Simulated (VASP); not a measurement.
Runs of VASP 6.6.1 on MgO (lda.b). The structure is that of space group Fm-3m (No. 225), or close to it. The cells are those of the table. 

| cell | gap on the mesh (eV) | pressure (GPa) |
| --- | --- | --- |
| a = 3.027 Å, angles 60.0°, 2 atoms | 4.20 | -14.3 |
| a = 2.881 Å, angles 60.0°, 2 atoms | 5.69 | 10.1 |
| a = 2.941 Å, angles 60.0°, 2 atoms | 5.04 | -2.0 |
| a = 2.970 Å, angles 60.0°, 2 atoms | (a) | -6.7 |
| a = 2.911 Å, angles 60.0°, 2 atoms | (b) | 3.6 |

Alike in all rows: task single point; level LDA; potentials or basis VASP PAW LDA potentials, release 64 (Mg, O); no spin polarisation; k mesh 10 × 10 × 10; cutoff (eV) 600; smearing gaussian 0.02 eV.

Problem. Estimate the missing entries.

Solution. (a) 4.74; (b) 5.35.

